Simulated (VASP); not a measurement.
# Li16C (a cell with a defect) in VASP: notebook, part 2 of 2

VASP 6.6.1. Earlier steps stand in the parts before.

## (3) Single point, PBE+D3(BJ)

The input, INCAR:

```
SYSTEM = Li16C
ALGO = Normal ; EDIFF = 1E-6
ENCUT = 520 ; GGA = PE
ISIF = 2 ; ISMEAR = -1
IVDW = 12 ; LASPH = .True.
LCHARG = .False. ; LREAL = Auto
LWAVE = .False. ; NBANDS = 40
NELM = 60 ; PREC = Accurate
SIGMA = 0.05
```

The input, KPOINTS:

```
k-points
0
Gamma
  4 4 4
  0 0 0
```

The input, POSCAR:

```
Li16C
1.0
    6.9800000000      0.0000000000      0.0000000000
    0.0000000000      6.9800000000      0.0000000000
    0.0000000000      0.0000000000      6.9800000000
Li C
16 1
Direct
    0.0001197708      0.0168995702     -0.0167184814
    0.5002169054     -0.0271489971     -0.0293106017
    0.0001630372      0.4282898281      0.0565077364
    0.0001510029      0.0428217765      0.4977593123
    0.2836769341      0.2217600287      0.2373919771
    0.5001679083      0.5396404011      0.0231902579
    0.5001829513     -0.0063393983      0.5346881089
    0.7166706304      0.2217809456      0.2374090258
    0.0001906877      0.4156050143      0.4342852436
    0.2138422636      0.8212530086      0.2524859599
    0.2589527221      0.2652487106      0.7738889685
    0.5001448424      0.5192906877      0.4832260745
    0.7864819484      0.8211902579      0.2525222063
    0.7413512894      0.2653110315      0.7738416905
    0.2113176218      0.7198512894      0.7380014327
    0.7890389685      0.7198234957      0.7379833811
    0.0001719198      0.1656683381      0.2300739255
```

Potentials or basis: VASP PAW PBE potentials, release 64 (Li_sv, C).

Launch:

```sh
cat potpaw_PBE.64/Li_sv/POTCAR potpaw_PBE.64/C/POTCAR > POTCAR
mpirun -np 1 vasp_std > vasp.out
```

OUTCAR:

```text
SYSTEM = Li16C
   EDIFF = 1E-6
   ENCUT = 520
   GGA = PE
   ISIF = 2
   ISMEAR = -1
   IVDW = 12
   LASPH = .True.
   LREAL = Auto
   NELM = 60
   PREC = Accurate
 IVDW          = 12

 ion  position               nearest neighbor table
   1  0.000  0.017  0.983-  17 2.01
   2  0.500  0.973  0.971-
   3  0.000  0.428  0.057-  17 2.20
   4  0.000  0.043  0.498-  17 2.06
   5  0.284  0.222  0.237-  17 2.02
   6  0.500  0.540  0.023-
   7  0.500  0.994  0.535-
   8  0.717  0.222  0.237-  17 2.02
   9  0.000  0.416  0.434-  17 2.25
  10  0.214  0.821  0.252-
  11  0.259  0.265  0.774-
  12  0.500  0.519  0.483-
  13  0.786  0.821  0.253-
  14  0.741  0.265  0.774-
  15  0.211  0.720  0.738-
  16  0.789  0.720  0.738-
  17  0.000  0.166  0.230-   1 2.01   5 2.02   8 2.02   4 2.06   3 2.20   9 2.25

  LATTYP: Found a simple cubic cell.
 ALAT       =     6.9800000000

  Lattice vectors:

 A1 = (   6.9800000000,   0.0000000000,   0.0000000000)
 A2 = (   0.0000000000,   6.9800000000,   0.0000000000)
 A3 = (   0.0000000000,   0.0000000000,   6.9800000000)

Analysis of symmetry for initial positions (statically):
=====================================================================
 Subroutine PRICEL returns:
 Original cell was already a primitive cell.

 Routine SETGRP: Setting up the symmetry group for a
 simple cubic supercell.

 Subroutine GETGRP returns: Found  1 space group operations
 (whereof  1 operations were pure point group operations)
 out of a pool of 48 trial point group operations.

The static configuration has the point symmetry C_1 .

Analysis of symmetry for dynamics (positions and initial velocities):
=====================================================================
 Subroutine PRICEL returns:
 Original cell was already a primitive cell.

 Routine SETGRP: Setting up the symmetry group for a
 simple cubic supercell.

 Subroutine GETGRP returns: Found  1 space group operations
 (whereof  1 operations were pure point group operations)
 out of a pool of 48 trial point group operations.

The dynamic configuration has the point symmetry C_1 .

 Subroutine INISYM returns: Found  1 space group operations
 (whereof  1 operations are pure point group operations),
 and found     1 'primitive' translations

----------------------------------------------------------------------------------------

                                     Primitive cell

  volume of cell :     340.0684

  direct lattice vectors                    reciprocal lattice vectors
     6.980000000  0.000000000  0.000000000     0.143266476  0.000000000  0.000000000
     0.000000000  6.980000000  0.000000000     0.000000000  0.143266476  0.000000000
     0.000000000  0.000000000  6.980000000     0.000000000  0.000000000  0.143266476

  length of vectors
     6.980000000  6.980000000  6.980000000     0.143266476  0.143266476  0.143266476

  position of ions in fractional coordinates (direct lattice)
[... 61 lines left out ...]

 Found     36 irreducible k-points:

 Following reciprocal coordinates:
            Coordinates               Weight
  0.000000  0.000000  0.000000      1.000000
  0.250000  0.000000  0.000000      2.000000
  0.000000  0.250000  0.000000      2.000000
  0.000000  0.000000  0.250000      2.000000
  0.500000  0.000000  0.000000      1.000000
  0.000000  0.500000  0.000000      1.000000
[... 16 lines left out ...]
  0.250000  0.250000  0.250000      2.000000
 -0.250000  0.250000  0.250000      2.000000
 [... further k-points ...]
   k-points           NKPTS =     36   k-points in BZ     NKDIM =     36   number of bands    NBANDS=     40
   number of dos      NEDOS =    301   number of ions     NIONS =     17
   total plane-waves  NPLWV = 157464
   dimension x,y,z NGX =    54 NGY =   54 NGZ =   54
   dimension x,y,z NGXF=   108 NGYF=  108 NGZF=  108
   ions per type =              16   1
   NGX,Y,Z   is equivalent  to a cutoff of  12.86, 12.86, 12.86 a.u.
   NGXF,Y,Z  is equivalent  to a cutoff of  25.72, 25.72, 25.72 a.u.
 SYSTEM =  Li16C
   PREC   = accura    normal or accurate (medium, high low for compatibility)
   ISTART =      0    job   : 0-new  1-cont  2-samecut
   ICHARG =      2    charge: 1-file 2-atom 10-const
   ISPIN  =      1    spin polarized calculation?
   LNONCOLLINEAR =      F non collinear calculations
   LSORBIT =      F    spin-orbit coupling
   LASPH  =      T    aspherical Exc in radial PAW
   ENCUT  =  520.0 eV  38.22 Ry    6.18 a.u.  12.98 12.98 12.98*2*pi/ulx,y,z
   NELM   =     60;   NELMIN=  2; NELMDL= -5     # of ELM steps
   EDIFF  = 0.1E-05   stopping-criterion for ELM
   LREAL  =      T    real-space projection
   EDIFFG = 0.1E-04   stopping-criterion for IOM
   NSW    =      0    number of steps for IOM
   IBRION =     -1    ionic relax: 0-MD 1-quasi-New 2-CG
   NFREE  =      0    steps in history (QN), initial steepest desc. (CG)
   ISIF   =      2    stress and relaxation
   ISYM   =      2    0-nonsym 1-usesym 2-fastsym
   POTIM  = 0.5000    time-step for ionic-motion
   TEBEG  =    0.0;   TEEND  =   0.0 temperature during run
   PSTRESS=    0.0 pullay stress
   NELECT =      52.0000    total number of electrons
   NUPDOWN=      -1.0000    fix difference up-down
   EMIN   =  10.00;   EMAX   =-10.00  energy-range for DOS
   EFERMI =   0.00;   METHOD = LEGACY
   ISMEAR =    -1;   SIGMA  =   0.05  broadening in eV -4-tet -1-fermi 0-gaus
   EFERMI_NEDOS =   21; number of points for ismear=-14 and -15
   IALGO  =     38    algorithm
   IMIX   =      4    mixing-type and parameters
     AMIX     =   0.40;   BMIX     =  1.00
     AMIX_MAG =   1.60;   BMIX_MAG =  1.00
  volume/ion in A,a.u.               =      20.00       134.99
  Fermi-wavevector in a.u.,A,eV,Ry     =   0.875428  1.654319 10.427158  0.766374
  Thomas-Fermi vector in A             =   1.995098
   LORBIT       =      0    0 simple, 1 ext, 2 COOP (PROOUT), +10 PAW based schemes
   GGA     = PE    functional components
   LHFCALC =     F    Hartree Fock is set to
   AEXX    =    0.0000 exact exchange contribution
   IVDW    =    12    specifies the selected vdW correction
   LEPSILON=     F    determine dielectric tensor
   LRPA    =     F    only Hartree local field effects (RPA)
 non-spin polarized calculation
  energy-cutoff  :      520.00
  volume of cell :      340.07
 maximum number of plane-waves:      9183
 NGX is ok and might be reduce to    54
   NGX = 25   NGY = 25   NGZ = 25

 number of electron      51.9999985 magnetization

 Free energy of the ion-electron system (eV)
  ---------------------------------------------------
  ext. energy  EPLUGINS =         0.00000000
  ---------------------------------------------------
  free energy    TOTEN  =       -37.88462753 eV

  energy without entropy =      -37.83130887  energy(sigma->0) =      -37.85796820

 E-fermi :   0.4905     XC(G=0):  -7.0356

 val. band max:        0.4890645371   @ k =   0.2500   0.5000   0.5000
 cond. band min:       0.5032211202   @ k =   0.5000   0.0000   0.2500
 fundamental gap:      0.0141565831
 Fermi energy:         0.4905186374

 k-point     1 :       0.0000    0.0000    0.0000
  band No.  band energies     occupation
      1     -46.2758      2.00000
      2     -46.2727      2.00000
      3     -46.2719      2.00000
      4     -46.1965      2.00000
      5     -46.1920      2.00000
      6     -46.1788      2.00000
[... 973 lines left out ...]
     37       4.0689      0.00000
     38       4.3538      0.00000

 [... further k-points ...]

 [bands above 38 left out]

------------------------ aborting loop because EDIFF is reached ----------------------------------------

 Edisp (eV)   -2.74338

 E8    (eV) :    -1.1345

  FORCE on cell =-STRESS in cart. coord.  units (eV):
  Direction    XX          YY          ZZ          XY          YZ          ZX
  --------------------------------------------------------------------------------------
  -------------------------------------------------------------------------------------
  Total      -3.89442    -6.67588    -4.51642     0.00019     0.38541    -0.00017
  in kB     -18.34795   -31.45235   -21.27838     0.00089     1.81580    -0.00080
  external pressure =      -23.69 kB  Pullay stress =        0.00 kB

 VOLUME and BASIS-vectors are now :
 -----------------------------------------------------------------------------
  energy-cutoff  :      520.00
  volume of cell :      340.07
      direct lattice vectors                 reciprocal lattice vectors
     6.980000000  0.000000000  0.000000000     0.143266476  0.000000000  0.000000000
     0.000000000  6.980000000  0.000000000     0.000000000  0.143266476  0.000000000
     0.000000000  0.000000000  6.980000000     0.000000000  0.000000000  0.143266476

 POSITION                                       TOTAL-FORCE (eV/Angst)
 -----------------------------------------------------------------------------------
      0.00084      0.11796      6.86330        -0.000473      0.033077     -0.073159
      3.49151      6.79050      6.77541         0.000027     -0.013553     -0.027771
      0.00114      2.98946      0.39442         0.000176     -0.064165      0.015617
      0.00105      0.29890      3.47436         0.000530      0.006721      0.039874
      1.98007      1.54789      1.65700        -0.001659     -0.020643      0.001999
      3.49117      3.76669      0.16187        -0.000237      0.016696      0.022765
[... 9 lines left out ...]
      5.50749      5.02437      5.15112         0.010359     -0.005709      0.014681
      0.00120      1.15636      1.60592         0.001282     -0.014702      0.137594
 -----------------------------------------------------------------------------------
    total drift:                               -0.000776     -0.002024     -0.007306

  FREE ENERGIE OF THE ION-ELECTRON SYSTEM (eV)
  ---------------------------------------------------
  free  energy   TOTEN  =       -40.6280042092 eV

  energy  without entropy=      -40.5746855541  energy(sigma->0) =      -40.60134488
```

Run time: 13 min. Hardware: 1 thread of Intel Xeon Platinum 8124M at 3.00GHz (Skylake/Cascade Lake), shared host; peak memory 0.52 GiB.

Results:

* Free energy: -40.6280 eV
* Largest force: 0.138 eV/Å
* Band gap on the k mesh: zero (bands 26 and 27 overlap by 0.21 eV)
* Dispersion energy per atom: -0.161 eV

Forces on the atoms (eV/Å):
```
Li   0.000  0.033 -0.073
Li   0.000 -0.014 -0.028
Li   0.000 -0.064  0.016
Li   0.001  0.007  0.040
Li  -0.002 -0.021  0.002
Li   0.000  0.017  0.023
Li  -0.001 -0.022 -0.013
Li   0.001 -0.021  0.002
Li   0.001 -0.004  0.019
Li  -0.036  0.034 -0.016
Li   0.049  0.009 -0.044
Li   0.000  0.031 -0.035
Li   0.037  0.034 -0.016
Li  -0.050  0.008 -0.044
Li  -0.011 -0.005  0.015
Li   0.010 -0.006  0.015
C    0.001 -0.015  0.138
```

Caveat: the cutoff is under 1.25 times the usual one of these potentials, so pressure, stress and relaxed cells hold a basis-set (Pulay) error.
